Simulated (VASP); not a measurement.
A run of VASP 6.6.1:

The input INCAR:

```
ALGO     = Normal         # electronic algorithm
EDIFF    = 1E-6           # SCF threshold, eV
ENCUT    = 840            # plane-wave cutoff, eV
GGA_COMPAT= False        
ISIF     = 2              # what is computed and relaxed
ISMEAR   = 0              # smearing method
LASPH    = True           # aspherical terms in the spheres
LCHARG   = False          # write CHGCAR
LREAL    = False          # projectors in reciprocal space
LWAVE    = False          # write WAVECAR
NBANDS   = 15             # bands
NELM     = 120            # most SCF steps
PREC     = Accurate       # precision mode
SIGMA    = 0.01           # smearing width, eV
```

Contents of KPOINTS:

```
k-points
0
Gamma
  6 6 6
```

The input POSCAR:

```
MgO
1.0
   -0.0103800000      2.1340300000      2.0785000000
    2.0860000000     -0.0171000000      2.0852200000
    2.0729500000      2.1276900000     -0.0040400000
Mg O
1 1
Direct
    0.9960300000      0.0476900000      0.9449100000
    0.5139600000      0.5606200000      0.4707200000
```

Potentials or basis: VASP PAW LDA potentials, release 64 (Mg_sv, O).

Command:

```console
$ cat potpaw_LDA.64/Mg_sv/POTCAR potpaw_LDA.64/O/POTCAR > POTCAR
$ mpirun -np 1 vasp_std > vasp.out
```

Hardware: 1 thread of Intel(R) Xeon(R) 6975P-C (Granite Rapids) (shared host).

Estimate the wall time of this run.

Wall time 22 s on 1 thread of Intel(R) Xeon(R) 6975P-C (Granite Rapids) (shared host), peak memory 0.18 GiB. Counts: scf iterations 12, k points 112.
